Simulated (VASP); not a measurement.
# ZnO (P6_3mc) in VASP: a series of runs

ZnO is run at these levels: PBE; tasks: electric field gradients.

Program: VASP 6.6.1. These are calculated values, not measurements. Logs are shortened: lines on timing, memory, paths and dates and some standing lists are left out, and cuts for length are marked.

## (1) The cell of the first run

It takes space group P6_3mc (No. 186, hexagonal). Conventional cell: a = 3.217 Å, b = 3.217 Å, c = 5.204 Å, α = 90.00°, β = 90.00°, γ = 120.00°. Zn (site symmetry 3m) has 4 O at 1.96 to 1.99 Å within 2.6 Å. O (site symmetry 3m) has 4 Zn at 1.96 to 1.99 Å within 2.6 Å.

## (2) Electric field gradients, PBE (equal xx and yy strain of -1 %)

Input file INCAR:

```
PREC = Accurate ; ENCUT = 520
EDIFF = 1E-8 ; ISMEAR = -1
SIGMA = 0.02 ; LREAL = False
LASPH = True ; NELM = 60
ALGO = Normal ; ISIF = 2
LWAVE = False ; LCHARG = False
GGA = PE ; LEFG = True
NBANDS = 26
```

Input file KPOINTS:

```
regular mesh
0
Gamma
  11 11 6
```

Input file POSCAR:

```
ZnO
1.0
    3.2169047367      0.0000000000      0.0000000000
   -1.6084523683      2.7859212235      0.0000000000
    0.0000000000      0.0000000000      5.2038000000
Zn O
2 2
Direct
    0.3333333333      0.6666666667      0.0000000000
    0.6666666667      0.3333333333      0.5000000000
    0.3333333333      0.6666666667      0.3821000000
    0.6666666667      0.3333333333      0.8821000000
```

Potentials or basis: VASP PAW PBE potentials, release 64 (Zn, O).

Started as:

```sh
cat potpaw_PBE.64/Zn/POTCAR potpaw_PBE.64/O/POTCAR > POTCAR
mpirun -np 1 vasp_std > vasp.out
```

OUTCAR:

```text
PREC = Accurate
   ENCUT = 520
   EDIFF = 1E-8
   ISMEAR = -1
   LREAL = False
   LASPH = True
   NELM = 60
   ISIF = 2
   GGA = PE

 ion  position               nearest neighbor table
   1  0.333  0.667  0.000-   4 1.96   4 1.96   4 1.96   3 1.99
   2  0.667  0.333  0.500-   3 1.96   3 1.96   3 1.96   4 1.99
   3  0.333  0.667  0.382-   2 1.96   2 1.96   2 1.96   1 1.99
   4  0.667  0.333  0.882-   1 1.96   1 1.96   1 1.96   2 1.99

  LATTYP: Found a hexagonal cell.
 ALAT       =     3.2169047367
 C/A-ratio  =     1.6176419341

  Lattice vectors:

 A1 = (   3.2169047367,   0.0000000000,   0.0000000000)
 A2 = (  -1.6084523683,   2.7859212235,   0.0000000000)
 A3 = (   0.0000000000,   0.0000000000,   5.2038000000)

Analysis of symmetry for initial positions (statically):
=====================================================================
 Subroutine PRICEL returns:
 Original cell was already a primitive cell.

 Routine SETGRP: Setting up the symmetry group for a
 hexagonal supercell.

 Subroutine GETGRP returns: Found 12 space group operations
 (whereof  6 operations were pure point group operations)
 out of a pool of 24 trial point group operations.

The static configuration has the point symmetry C_3v.
 The point group associated with its full space group is C_6v.

Analysis of symmetry for dynamics (positions and initial velocities):
=====================================================================
 Subroutine PRICEL returns:
 Original cell was already a primitive cell.

 Routine SETGRP: Setting up the symmetry group for a
 hexagonal supercell.

 Subroutine GETGRP returns: Found 12 space group operations
 (whereof  6 operations were pure point group operations)
 out of a pool of 24 trial point group operations.

The dynamic configuration has the point symmetry C_3v.
 The point group associated with its full space group is C_6v.

 Subroutine INISYM returns: Found 12 space group operations
 (whereof  6 operations are pure point group operations),
 and found     1 'primitive' translations

----------------------------------------------------------------------------------------

                                     Primitive cell

  volume of cell :      46.6367

  direct lattice vectors                    reciprocal lattice vectors
     3.216904737  0.000000000  0.000000000     0.310857822  0.179473847  0.000000000
    -1.608452368  2.785921223  0.000000000     0.000000000  0.358947694  0.000000000
     0.000000000  0.000000000  5.203800000     0.000000000  0.000000000  0.192167262

  length of vectors
     3.216904737  3.216904737  5.203800000     0.358947694  0.358947694  0.192167262

  position of ions in fractional coordinates (direct lattice)
     0.333333333  0.666666667  0.000000000
     0.666666667  0.333333333  0.500000000
     0.333333333  0.666666667  0.382100000
     0.666666667  0.333333333  0.882100000

  ion indices of the primitive-cell ions
   primitive index   ion index
                 1           1
                 2           2
                 3           3
                 4           4

----------------------------------------------------------------------------------------

 KPOINTS: regular mesh

Automatic generation of k-mesh.
 Grid dimensions read from file:
 generate k-points for:   11   11    6

 Generating k-lattice:

  Cartesian coordinates                     Fractional coordinates (reciprocal lattice)
     0.028259802  0.016315804  0.000000000     0.090909091  0.000000000  0.000000000
     0.000000000  0.032631609  0.000000000     0.000000000  0.090909091  0.000000000
     0.000000000  0.000000000  0.032027877     0.000000000  0.000000000  0.166666667

  Length of vectors
     0.032631609  0.032631609  0.032027877

  Shift w.r.t. Gamma in fractional coordinates (k-lattice)
     0.000000000  0.000000000  0.000000000
[... 38 lines left out ...]
   ions per type =               2   2
   NGX,Y,Z   is equivalent  to a cutoff of  12.40, 12.40, 12.78 a.u.
   NGXF,Y,Z  is equivalent  to a cutoff of  24.81, 24.81, 25.56 a.u.
 SYSTEM =  unknown system
   PREC   = accura    normal or accurate (medium, high low for compatibility)
   ISTART =      0    job   : 0-new  1-cont  2-samecut
   ICHARG =      2    charge: 1-file 2-atom 10-const
   ISPIN  =      1    spin polarized calculation?
   LNONCOLLINEAR =      F non collinear calculations
   LSORBIT =      F    spin-orbit coupling
   LASPH  =      T    aspherical Exc in radial PAW
   ENCUT  =  520.0 eV  38.22 Ry    6.18 a.u.   5.98  5.98  9.68*2*pi/ulx,y,z
   NELM   =     60;   NELMIN=  2; NELMDL= -5     # of ELM steps
   EDIFF  = 0.1E-07   stopping-criterion for ELM
   LREAL  =      F    real-space projection
   EDIFFG = 0.1E-06   stopping-criterion for IOM
   NSW    =      0    number of steps for IOM
   IBRION =     -1    ionic relax: 0-MD 1-quasi-New 2-CG
   NFREE  =      0    steps in history (QN), initial steepest desc. (CG)
   ISIF   =      2    stress and relaxation
   ISYM   =      2    0-nonsym 1-usesym 2-fastsym
   POTIM  = 0.5000    time-step for ionic-motion
   TEBEG  =    0.0;   TEEND  =   0.0 temperature during run
   PSTRESS=    0.0 pullay stress
   NELECT =      36.0000    total number of electrons
   NUPDOWN=      -1.0000    fix difference up-down
   EMIN   =  10.00;   EMAX   =-10.00  energy-range for DOS
   EFERMI =   0.00;   METHOD = LEGACY
   ISMEAR =    -1;   SIGMA  =   0.02  broadening in eV -4-tet -1-fermi 0-gaus
   EFERMI_NEDOS =   21; number of points for ismear=-14 and -15
   IALGO  =     38    algorithm
   IMIX   =      4    mixing-type and parameters
     AMIX     =   0.40;   BMIX     =  1.00
     AMIX_MAG =   1.60;   BMIX_MAG =  1.00
  volume/ion in A,a.u.               =      11.66        78.68
  Fermi-wavevector in a.u.,A,eV,Ry     =   1.501757  2.837910 30.684884  2.255275
  Thomas-Fermi vector in A             =   2.613087
   LORBIT       =      0    0 simple, 1 ext, 2 COOP (PROOUT), +10 PAW based schemes
   GGA     = PE    functional components
   LHFCALC =     F    Hartree Fock is set to
   AEXX    =    0.0000 exact exchange contribution
   IVDW    =     0    specifies the selected vdW correction
   LEPSILON=     F    determine dielectric tensor
   LRPA    =     F    only Hartree local field effects (RPA)
 non-spin polarized calculation
  energy-cutoff  :      520.00
  volume of cell :       46.64
 maximum number of plane-waves:      1282
 NGX is ok and might be reduce to    24
   NGX = 11   NGY = 11   NGZ = 19

 number of electron      36.0000005 magnetization

 Free energy of the ion-electron system (eV)
  ---------------------------------------------------
  ext. energy  EPLUGINS =         0.00000000
  ---------------------------------------------------
  free energy    TOTEN  =       -17.77435419 eV

  energy without entropy =      -17.77435419  energy(sigma->0) =      -17.77435419

 E-fermi :   1.8587     XC(G=0): -11.0211

 val. band max:        1.4053874103   @ k =   0.0000   0.0000   0.0000
 cond. band min:       2.2100843519   @ k =   0.0000   0.0000   0.0000
 fundamental gap:      0.8046969415
 Fermi energy:         1.8587246001

 k-point     1 :       0.0000    0.0000    0.0000
  band No.  band energies     occupation
      1     -16.8684      2.00000
      2     -16.1242      2.00000
      3      -4.4233      2.00000
      4      -4.4233      2.00000
      5      -4.3997      2.00000
      6      -4.3269      2.00000
[... 685 lines left out ...]
     25      14.5850      0.00000
     26      16.1034      0.00000

 [... further k-points ...]

------------------------ aborting loop because EDIFF is reached ----------------------------------------

  FORCE on cell =-STRESS in cart. coord.  units (eV):
  Direction    XX          YY          ZZ          XY          YZ          ZX
  --------------------------------------------------------------------------------------
  -------------------------------------------------------------------------------------
  Total        2.9387962      2.9387962      2.2589493      0.0000000      0.0000000      0.0000000
  in kB      100.9607172    100.9607172     77.6049538      0.0000000      0.0000000      0.0000000
  external PRESSURE =      93.1754627 kB  Pullay stress =       0.0000000 kB

 VOLUME and BASIS-vectors are now :
 -----------------------------------------------------------------------------
  energy-cutoff  :      520.00
  volume of cell :       46.64
      direct lattice vectors                 reciprocal lattice vectors
     3.216904737  0.000000000  0.000000000     0.310857822  0.179473847  0.000000000
    -1.608452368  2.785921223  0.000000000     0.000000000  0.358947694  0.000000000
     0.000000000  0.000000000  5.203800000     0.000000000  0.000000000  0.192167262

 POSITION                                       TOTAL-FORCE (eV/Angst)
 -----------------------------------------------------------------------------------
     -0.00000      1.85728      0.00000        -0.000000     -0.000000      0.136479
      1.60845      0.92864      2.60190         0.000000      0.000000      0.136479
     -0.00000      1.85728      1.98837         0.000000      0.000000     -0.136479
      1.60845      0.92864      4.59027        -0.000000      0.000000     -0.136479
 -----------------------------------------------------------------------------------
    total drift:                                0.000000      0.000001     -0.000295

  FREE ENERGIE OF THE ION-ELECTRON SYSTEM (eV)
  ---------------------------------------------------
  free  energy   TOTEN  =       -17.7743541886 eV

  energy  without entropy=      -17.7743541886  energy(sigma->0) =      -17.77435419

 Electric field gradients (V/A^2)
---------------------------------------------------------------------
 ion       V_xx      V_yy      V_zz      V_xy      V_xz      V_yz
---------------------------------------------------------------------
   1      -6.304    -6.308    12.612    -0.004     0.000    -0.000
   2      -6.304    -6.308    12.612    -0.004    -0.000     0.000
   3       1.036     1.032    -2.068    -0.003     0.000    -0.000
   4       1.036     1.032    -2.068    -0.003    -0.000     0.000
---------------------------------------------------------------------

 Electric field gradients after diagonalization (V/A^2)
 (convention: |V_zz| > |V_xx| > |V_yy|)
----------------------------------------------------------------------
 ion       V_xx      V_yy      V_zz     asymmetry (V_yy - V_xx)/ V_zz
----------------------------------------------------------------------
   1      -6.310    -6.302    12.612       0.001
   2      -6.310    -6.302    12.612       0.001
   3       1.037     1.031    -2.068       0.003
   4       1.037     1.031    -2.068       0.003
----------------------------------------------------------------------

           NMR quadrupolar parameters

 Cq : quadrupolar parameter    Cq=e*Q*V_zz/h
 eta: asymmetry parameters     (V_yy - V_xx)/ V_zz
 Q  : nuclear electric quadrupole moment in mb (millibarn)
----------------------------------------------------------------------
 ion       Cq(MHz)       eta       Q (mb)
----------------------------------------------------------------------
   1       0.030       0.001       1.000
   2       0.030       0.001       1.000
   3      -0.005       0.003       1.000
   4      -0.005       0.003       1.000
----------------------------------------------------------------------
```

It took 100 s on 1 thread of Intel Xeon 8259CL, shared host; peak memory 0.2 GiB.

Results:

- Free energy: -17.7744 eV
- Pressure: 9.3 GPa
- Largest force: 0.136 eV/Å
- Band gap on the k mesh: 0.80 eV
- Largest electric field gradient by atom: Zn +12.6; O -2.1 V/Å²

Forces on the atoms (eV/Å):
```
Zn   0.000  0.000  0.136
Zn   0.000  0.000  0.136
O    0.000  0.000 -0.136
O    0.000  0.000 -0.136
```

Electric field gradients, principal values (V/Å²):
```tsv
atom	least	middle	greatest (by size)
1 Zn	-6.302	-6.310	12.612
2 Zn	-6.302	-6.310	12.612
3 O	1.031	1.037	-2.068
4 O	1.031	1.037	-2.068
```

Caveat: the cell differs from its parent crystal (equal xx and yy strain of -1 %); the cell stands under pressure; without QUAD_EFG the Cq values of the log hold for a quadrupole moment of 1 mb, not for the nuclei.

(Continued in part 2 of 3.)
